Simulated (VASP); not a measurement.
# ZnRe (P-6m2) in VASP: further runs

Runs on ZnRe. Level: PBE. Tasks: single point.

All numbers are computed with VASP 6.6.1; they aren't measurements. Logs are shortened: lines on timing, memory, paths and dates and some standing lists are left out, and cuts for length are marked.

## 1. The cell of the first run

It takes space group P-6m2 (No. 187, hexagonal). The conventional cell has a = 2.748 Å, b = 2.748 Å, c = 4.494 Å, α = 90.00°, β = 90.00°, γ = 120.00°. Within 3.6 Å of Re (site symmetry -6m2) lie 6 Re at 2.75 Å and 6 Zn at 2.75 Å. Within 3.6 Å of Zn (site symmetry -6m2) lie 6 Zn at 2.75 Å and 6 Re at 2.75 Å.

## 2. Single point, PBE

The input, INCAR:

```
PREC = Accurate ; ENCUT = 560
EDIFF = 1E-6 ; ISMEAR = 1
SIGMA = 0.05 ; LREAL = False
LASPH = True ; NELM = 120
ALGO = Normal ; ISIF = 2
LWAVE = False ; LCHARG = True
GGA = PE ; LELF = True
LVHAR = True ; NBANDS = 20
GGA_COMPAT = False
```

The input, KPOINTS:

```
regular mesh
0
Gamma
  8 8 4
```

The input, POSCAR:

```
ZnRe
1.0
    2.7482183437      0.0000000000      0.0000000000
   -1.3741091718      2.3800269008      0.0000000000
    0.0000000000      0.0000000000      4.4940660000
Re Zn
1 1
Direct
    0.3333333333      0.6666666667      0.5000000000
    0.0000000000      0.0000000000      0.0000000000
```

Potentials or basis: VASP PAW PBE potentials, release 64 (Re_sv_GW, Zn).

Started as:

```
> cat potpaw_PBE.64/Re_sv_GW/POTCAR potpaw_PBE.64/Zn/POTCAR > POTCAR
> mpirun -np 1 vasp_std > vasp.out
```

OUTCAR:

```text
PREC = Accurate
   ENCUT = 560
   EDIFF = 1E-6
   ISMEAR = 1
   LREAL = False
   LASPH = True
   NELM = 120
   ISIF = 2
   GGA = PE

 ion  position               nearest neighbor table
   1  0.333  0.667  0.500-   2 2.75   2 2.75   2 2.75   2 2.75   2 2.75   2 2.75
   2  0.000  0.000  0.000-   1 2.75   1 2.75   1 2.75   1 2.75   1 2.75   1 2.75

  LATTYP: Found a hexagonal cell.
 ALAT       =     2.7482183437
 C/A-ratio  =     1.6352652657

  Lattice vectors:

 A1 = (   2.7482183437,   0.0000000000,   0.0000000000)
 A2 = (  -1.3741091718,   2.3800269008,   0.0000000000)
 A3 = (   0.0000000000,   0.0000000000,   4.4940660000)

Analysis of symmetry for initial positions (statically):
=====================================================================
 Subroutine PRICEL returns:
 Original cell was already a primitive cell.

 Routine SETGRP: Setting up the symmetry group for a
 hexagonal supercell.

 Subroutine GETGRP returns: Found 12 space group operations
 (whereof 12 operations were pure point group operations)
 out of a pool of 24 trial point group operations.

The static configuration has the point symmetry D_3h.

Analysis of symmetry for dynamics (positions and initial velocities):
=====================================================================
 Subroutine PRICEL returns:
 Original cell was already a primitive cell.

 Routine SETGRP: Setting up the symmetry group for a
 hexagonal supercell.

 Subroutine GETGRP returns: Found 12 space group operations
 (whereof 12 operations were pure point group operations)
 out of a pool of 24 trial point group operations.

The dynamic configuration has the point symmetry D_3h.

 Subroutine INISYM returns: Found 12 space group operations
 (whereof 12 operations are pure point group operations),
 and found     1 'primitive' translations

----------------------------------------------------------------------------------------

                                     Primitive cell

  volume of cell :      29.3949

  direct lattice vectors                    reciprocal lattice vectors
     2.748218344  0.000000000  0.000000000     0.363872107  0.210081659  0.000000000
    -1.374109172  2.380026901  0.000000000     0.000000000  0.420163318  0.000000000
     0.000000000  0.000000000  4.494066000     0.000000000  0.000000000  0.222515646

  length of vectors
     2.748218344  2.748218344  4.494066000     0.420163318  0.420163318  0.222515646

  position of ions in fractional coordinates (direct lattice)
     0.333333333  0.666666667  0.500000000
     0.000000000  0.000000000  0.000000000

  ion indices of the primitive-cell ions
   primitive index   ion index
                 1           1
                 2           2

----------------------------------------------------------------------------------------

 KPOINTS: regular mesh

Automatic generation of k-mesh.
 Grid dimensions read from file:
 generate k-points for:    8    8    4

 Generating k-lattice:

  Cartesian coordinates                     Fractional coordinates (reciprocal lattice)
     0.045484013  0.026260207  0.000000000     0.125000000  0.000000000  0.000000000
     0.000000000  0.052520415  0.000000000     0.000000000  0.125000000  0.000000000
     0.000000000  0.000000000  0.055628912     0.000000000  0.000000000  0.250000000

  Length of vectors
     0.052520415  0.052520415  0.055628912

  Shift w.r.t. Gamma in fractional coordinates (k-lattice)
     0.000000000  0.000000000  0.000000000

 Subroutine IBZKPT returns following result:
 ===========================================

 Found     30 irreducible k-points:

 Following reciprocal coordinates:
            Coordinates               Weight
  0.000000  0.000000  0.000000      1.000000
  0.125000  0.000000  0.000000      6.000000
  0.250000  0.000000  0.000000      6.000000
  0.375000  0.000000  0.000000      6.000000
  0.500000  0.000000  0.000000      3.000000
  0.125000  0.125000  0.000000      6.000000
[... 16 lines left out ...]
  0.250000  0.000000  0.500000      6.000000
  0.375000  0.000000  0.500000      6.000000
 [... further k-points ...]
   k-points           NKPTS =     30   k-points in BZ     NKDIM =     30   number of bands    NBANDS=     20
   number of dos      NEDOS =    301   number of ions     NIONS =      2
   total plane-waves  NPLWV =  20736
   dimension x,y,z NGX =    24 NGY =   24 NGZ =   36
   dimension x,y,z NGXF=    48 NGYF=   48 NGZF=   72
   ions per type =               1   1
   NGX,Y,Z   is equivalent  to a cutoff of  14.52, 14.52, 13.32 a.u.
   NGXF,Y,Z  is equivalent  to a cutoff of  29.04, 29.04, 26.63 a.u.
 SYSTEM =  unknown system
   PREC   = accura    normal or accurate (medium, high low for compatibility)
   ISTART =      0    job   : 0-new  1-cont  2-samecut
   ICHARG =      2    charge: 1-file 2-atom 10-const
   ISPIN  =      1    spin polarized calculation?
   LNONCOLLINEAR =      F non collinear calculations
   LSORBIT =      F    spin-orbit coupling
   LASPH  =      T    aspherical Exc in radial PAW
   ENCUT  =  560.0 eV  41.16 Ry    6.42 a.u.   5.30  5.30  8.67*2*pi/ulx,y,z
   NELM   =    120;   NELMIN=  2; NELMDL= -5     # of ELM steps
   EDIFF  = 0.1E-05   stopping-criterion for ELM
   LREAL  =      F    real-space projection
   EDIFFG = 0.1E-04   stopping-criterion for IOM
   NSW    =      0    number of steps for IOM
   IBRION =     -1    ionic relax: 0-MD 1-quasi-New 2-CG
   NFREE  =      0    steps in history (QN), initial steepest desc. (CG)
   ISIF   =      2    stress and relaxation
   ISYM   =      2    0-nonsym 1-usesym 2-fastsym
   POTIM  = 0.5000    time-step for ionic-motion
   TEBEG  =    0.0;   TEEND  =   0.0 temperature during run
   PSTRESS=    0.0 pullay stress
   NELECT =      27.0000    total number of electrons
   NUPDOWN=      -1.0000    fix difference up-down
   EMIN   =  10.00;   EMAX   =-10.00  energy-range for DOS
   EFERMI =   0.00;   METHOD = LEGACY
   ISMEAR =     1;   SIGMA  =   0.05  broadening in eV -4-tet -1-fermi 0-gaus
   EFERMI_NEDOS =   21; number of points for ismear=-14 and -15
   IALGO  =     38    algorithm
   IMIX   =      4    mixing-type and parameters
     AMIX     =   0.40;   BMIX     =  1.00
     AMIX_MAG =   1.60;   BMIX_MAG =  1.00
  volume/ion in A,a.u.               =      14.70        99.18
  Fermi-wavevector in a.u.,A,eV,Ry     =   1.591373  3.007258 34.456306  2.532467
  Thomas-Fermi vector in A             =   2.689923
   LORBIT       =      0    0 simple, 1 ext, 2 COOP (PROOUT), +10 PAW based schemes
   GGA     = PE    functional components
   LHFCALC =     F    Hartree Fock is set to
   AEXX    =    0.0000 exact exchange contribution
   IVDW    =     0    specifies the selected vdW correction
   LEPSILON=     F    determine dielectric tensor
   LRPA    =     F    only Hartree local field effects (RPA)
 non-spin polarized calculation
 Methfessel and Paxton  Order N= 1 SIGMA  =   0.05
  energy-cutoff  :      560.00
  volume of cell :       29.39
 maximum number of plane-waves:       898
 NGX is ok and might be reduce to    24
   NGX = 11   NGY = 11   NGZ = 17

 number of electron      27.0000016 magnetization

 Free energy of the ion-electron system (eV)
  ---------------------------------------------------
  ext. energy  EPLUGINS =         0.00000000
  ---------------------------------------------------
  free energy    TOTEN  =       -14.66623965 eV

  energy without entropy =      -14.66479195  energy(sigma->0) =      -14.66575708

 E-fermi :   8.1789     XC(G=0): -13.0373

 val. band max:        8.1615657584   @ k =   0.3750   0.1250   0.0000
 cond. band min:       8.1869424863   @ k =   0.3750   0.0000   0.5000
 fundamental gap:      0.0253767279
 Fermi energy:         8.1789324708

 k-point     1 :       0.0000    0.0000    0.0000
  band No.  band energies     occupation
      1     -72.0783      2.00000
      2     -34.0034      2.00000
      3     -33.3661      2.00000
      4     -33.3661      2.00000
      5      -2.1292      2.00000
      6       0.2281      2.00000
[... 12 lines left out ...]
     19      25.2218      0.00000
     20      25.2222      0.00000

 k-point     2 :       0.1250    0.0000    0.0000
  band No.  band energies     occupation
      1     -72.0671      2.00000
      2     -33.9834      2.00000
      3     -33.5067      2.00000
      4     -33.3990      2.00000
      5      -1.6256      2.00000
      6       0.3808      2.00000
[... 12 lines left out ...]
     19      23.0822      0.00000
     20      23.4963      0.00000

 k-point     3 :       0.2500    0.0000    0.0000
  band No.  band energies     occupation
      1     -72.0397      2.00000
      2     -33.9359      2.00000
      3     -33.8359      2.00000
      4     -33.4768      2.00000
      5      -0.3499      2.00000
      6       0.5302      2.00000
[... 12 lines left out ...]
     19      20.6293      0.00000
     20      23.1287      0.00000

 k-point     4 :       0.3750    0.0000    0.0000
  band No.  band energies     occupation
      1     -72.0125      2.00000
      2     -34.1538      2.00000
      3     -33.8879      2.00000
      4     -33.5537      2.00000
      5       0.2103      2.00000
      6       0.6116      2.00000
[... 12 lines left out ...]
     19      18.8021      0.00000
     20      21.4017      0.00000

 k-point     5 :       0.5000    0.0000    0.0000
  band No.  band energies     occupation
      1     -72.0012      2.00000
      2     -34.2822      2.00000
      3     -33.8680      2.00000
      4     -33.5855      2.00000
      5       0.1773      2.00000
      6       0.5067      2.00000
[... 12 lines left out ...]
     19      17.9664      0.00000
     20      19.6530      0.00000
[... 353 lines left out ...]
      6       0.0709      2.00000
[... 12 lines left out ...]
     19      22.6165      0.00000
     20      24.5351      0.00000

 k-point    22 :       0.1250    0.0000    0.5000
  band No.  band energies     occupation
      1     -72.0669      2.00000
      2     -33.9872      2.00000
      3     -33.5065      2.00000
      4     -33.3988      2.00000
      5      -0.0275      2.00000
      6       0.4705      2.00000
[... 12 lines left out ...]
     19      21.9002      0.00000
     20      23.3988      0.00000

 k-point    23 :       0.2500    0.0000    0.5000
  band No.  band energies     occupation
      1     -72.0399      2.00000
      2     -33.9391      2.00000
      3     -33.8358      2.00000
      4     -33.4773      2.00000
      5       0.3821      2.00000
      6       0.5359      2.00000
[... 12 lines left out ...]
     19      20.8384      0.00000
     20      22.5334      0.00000

 k-point    24 :       0.3750    0.0000    0.5000
  band No.  band energies     occupation
      1     -72.0126      2.00000
      2     -34.1531      2.00000
      3     -33.8901      2.00000
      4     -33.5542      2.00000
      5       0.2661      2.00000
      6       0.3784      2.00000
[... 12 lines left out ...]
     19      20.8993      0.00000
     20      21.4474      0.00000

 [... further k-points ...]

------------------------ aborting loop because EDIFF is reached ----------------------------------------

  FORCE on cell =-STRESS in cart. coord.  units (eV):
  Direction    XX          YY          ZZ          XY          YZ          ZX
  --------------------------------------------------------------------------------------
  -------------------------------------------------------------------------------------
  Total       -0.4595467     -0.4595467     -0.0129102     -0.0000000      0.0000000      0.0000000
  in kB      -25.0476915    -25.0476915     -0.7036723     -0.0000000      0.0000000      0.0000000
  external PRESSURE =     -16.9330184 kB  Pullay stress =       0.0000000 kB

 VOLUME and BASIS-vectors are now :
 -----------------------------------------------------------------------------
  energy-cutoff  :      560.00
  volume of cell :       29.39
      direct lattice vectors                 reciprocal lattice vectors
     2.748218344  0.000000000  0.000000000     0.363872107  0.210081659  0.000000000
    -1.374109172  2.380026901  0.000000000     0.000000000  0.420163318  0.000000000
     0.000000000  0.000000000  4.494066000     0.000000000  0.000000000  0.222515646

 POSITION                                       TOTAL-FORCE (eV/Angst)
 -----------------------------------------------------------------------------------
     -0.00000      1.58668      2.24703         0.000000      0.000000      0.000000
      0.00000      0.00000      0.00000        -0.000000      0.000000      0.000000
 -----------------------------------------------------------------------------------
    total drift:                                0.000001     -0.000000     -0.000000

  FREE ENERGIE OF THE ION-ELECTRON SYSTEM (eV)
  ---------------------------------------------------
  free  energy   TOTEN  =       -14.6662396469 eV

  energy  without entropy=      -14.6647919536  energy(sigma->0) =      -14.66575708
```

Run time: 12 s. Hardware: 1 thread of Intel Xeon Platinum 8488C (Sapphire Rapids), shared host; peak memory 0.17 GiB.

What came out:

```yaml
Free_energy: -14.6662 eV
Pressure: -1.7 GPa
Band_gap_on_the_k_mesh: zero (an odd number of electrons rules out a gap without spin polarisation)
```

Levels at points of the mesh, in eV from the Fermi level:
```csv
k point,band 10,band 11,band 12,band 13,band 14,band 15,band 16,band 17
"(0.00, 0.00, 0.00)",-6.94,-5.07,-1.59,-1.32,-1.32,1.68,1.68,4.71
"(0.50, 0.00, 0.00)",-5.43,-4.02,-3.30,-1.68,0.72,4.11,4.93,6.27
"(0.00, 0.00, 0.50)",-6.95,-6.95,-3.16,-1.23,-1.23,1.61,1.61,9.33
"(0.50, 0.00, 0.50)",-5.25,-4.64,-1.42,-0.50,0.22,1.06,4.07,4.12
```

Caveat: spin-orbit coupling is left out, which moves the levels of the heavy elements.

(Continued in part 2 of 2.)

The gap in the log of VASP goes by the Fermi energy; the results here count the filled bands.